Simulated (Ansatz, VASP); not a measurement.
**BeTe in VASP and in Ansatz**

```
Be Te
1.0
     8.84521    0.00000    0.00000
     0.00000    8.84521    0.00000
     0.00000    0.00000    4.22423
Be Te
8 8
Direct
  0.69131 0.62250 0.00000
  0.87750 0.80869 0.50000
  0.30869 0.37750 0.00000
  0.12250 0.19131 0.50000
  0.62250 0.30869 0.50000
  0.80869 0.12250 0.00000
  0.37750 0.69131 0.50000
  0.19131 0.87750 0.00000
  0.12250 0.80869 0.50000
  0.30869 0.62250 0.00000
  0.87750 0.19131 0.50000
  0.69131 0.37750 0.00000
  0.19131 0.12250 0.00000
  0.37750 0.30869 0.50000
  0.80869 0.87750 0.00000
  0.62250 0.69131 0.50000
```

Alike in both runs: task single point; functional PBE; k mesh 2 × 2 × 4; occupations gaussian, width 0.1 eV; no spin polarisation.

|  | VASP | Ansatz |
| --- | --- | --- |
| version | VASP 6.6.1 | Ansatz 0.2.0 |
| potentials or method | VASP PAW PBE potentials, release 64 (Be, Te), cutoff 520 eV | scalar-relativistic, plane waves, PAW |
| valence electrons in the cell | 64 | 144 |

```csv
,VASP,Ansatz,Ansatz less VASP
gap on the k mesh at the Fermi level (eV),none,none,-
pressure (GPa),23.4,23.2,-0.25
"traceless stress, the component that is largest in VASP (GPa)",5.31,5.23,-0.082
rms of the force components (eV/Å),0.386,0.377,-0.0090
```

Atom by atom the forces differ by 0.012 eV/Å (rms over components). A gap of «none» marks a metal or a gap that the smearing closes. VASP's potentials hold 64 valence electrons a cell and Ansatz's 144, so a difference there can come from the potentials and not from the codes.

The k mesh is coarse, so the values compare programs but aren't converged. Spin-orbit coupling is off throughout.
